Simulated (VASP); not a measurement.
Input of a VASP 6.6.1 run:

File INCAR:

```
SYSTEM = CuGe23
PREC = Accurate ; ENCUT = 350
EDIFF = 1E-5 ; ISMEAR = 0
SIGMA = 0.03 ; LREAL = Auto
LASPH = .True. ; NELM = 120
ALGO = Normal ; ISIF = 2
LWAVE = .False. ; LCHARG = .False.
ISPIN = 2 ; MAGMOM = 3 0 0 0 0 0 0 0 0 0 0 0 0 0 0 0 0 0 0 0 0 0 0 0
LORBIT = 11 ; NUPDOWN = 3
LMAXMIX = 4 ; LDAU = .True.
LDAUTYPE = 2 ; LDAUL = 2 -1
LDAUU = 7 0 ; LDAUJ = 0 0
LDAUPRINT = 1 ; GGA = PS
NBANDS = 188 ; ISYM = 0
KPAR = 2
```

KPOINTS

```
regular mesh
0
Gamma
  2 2 2
  0 0 0
```

Contents of POSCAR:

```
CuGe23                                  
1.0
    0.0000000000      8.4863100000      8.4863100000
    5.6575400000      0.0000000000      5.6575400000
    5.6575400000      5.6575400000      0.0000000000
  Cu              Ge            
     1    23
Direct
     0.9997845806103637    0.0004641225729317    0.9981968130540594
     0.0006844431560808    0.0023887146969546    0.4953456694322084
     0.0011871055331935    0.4979780686574852    0.0017106155070032
     0.0016794340678711    0.4958068289107706    0.4964752163893178
     0.3289508089723974    0.0009779625105509    0.0028907142349665
     0.3284108972601560    0.0027256521864391    0.4999144740828792
     0.3283422678112448    0.5011966154689039    0.0045477622885648
     0.3308684968183000    0.5000952882276103    0.5035282754013516
     0.6674923687298370    0.0011213710172493    0.0004758771919635
     0.6654810512181369    0.9993401320503220    0.4964987280654549
     0.6664321067913790    0.4961755743133834    0.0032404523177432
     0.6657628383247175    0.4983038022503877    0.5019659925187966
     0.0780414097847093    0.1212290941692507    0.1187124291665520
     0.0784952113336991    0.1189594100338623    0.6395126297024195
     0.0784100835183859    0.6415792311844494    0.1198582186673836
     0.0815216713526208    0.6254492205903607    0.6248586554496308
     0.4170396716220903    0.1251596042060675    0.1238159004004928
     0.4158477495525828    0.1224115056141790    0.6258618631698238
     0.4168060030905295    0.6238407227079283    0.1260219680577576
     0.4174258384274236    0.6255048745911775    0.6273673072880589
     0.7599287808026758    0.1193391031386339    0.1195805517345420
     0.7512993211153516    0.1202813186665932    0.6243587681984368
     0.7517430075268715    0.6248845362601951    0.1239434103808893
     0.7525298525793799    0.6223932459743343    0.6261697072997041
```

Potentials or basis: VASP PAW PBE potentials, release 64 (Cu, Ge_d).

Run with:

```sh
$ cat potpaw_PBE.64/Cu/POTCAR potpaw_PBE.64/Ge_d/POTCAR > POTCAR
$ mpirun -np 4 vasp_std > vasp.out
```

(1) Predict the largest force.

Results:

(1) 0.027 eV/Å.

Caveat: the k points lie up to 0.48 Å⁻¹ apart; the PAW data sets were made with another functional, which shifts forces and pressure a little; the total moment is fixed, so each spin has its own Fermi level; the U is typed as a test and isn't derived for this compound.
